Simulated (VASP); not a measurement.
Runs of VASP 6.6.1 on Ru. The structure is that of space group Fd-3m (No. 227), or close to it. The cells are those of the table. This isn't the form of Ru at room conditions, which is hcp.

```csv
task,cell,gap on the mesh (eV),pressure (GPa)
single point,"a = 3.757 Å, angles 60.0°, 2 atoms",none,(a)
relaxation of cell and atoms,"relaxed to 5 GPa from a = 3.684 Å, angles 60.0°, 2 atoms",none,4.9
single point,"a = 3.730 Å, angles 60.0°, 2 atoms",none,11.1
relaxation of cell and atoms,"relaxed from a = 3.684 Å, angles 60.0°, 2 atoms",none,0.1
relaxation of cell and atoms,"relaxed to 10 GPa from a = 3.684 Å, angles 60.0°, 2 atoms",none,10.0
```

Alike in all rows: level LDA; potentials or basis VASP PAW LDA potentials, release 64 (Ru_pv); no spin polarisation; k mesh 7 × 7 × 7; cutoff (eV) 500; smearing fermi-dirac 0.1 eV.

Q: Fill in the values left out.

A: (a) 6.0.

Caveats: the cell stands under pressure (at least some runs); the cell is relaxed towards a set pressure, so the run minimises the enthalpy, not the energy (at least some runs).

A k mesh can miss the band edges, and the runs leave out spin-orbit coupling on Ru.

A gap of «none» marks levels without a gap at the run's occupations.
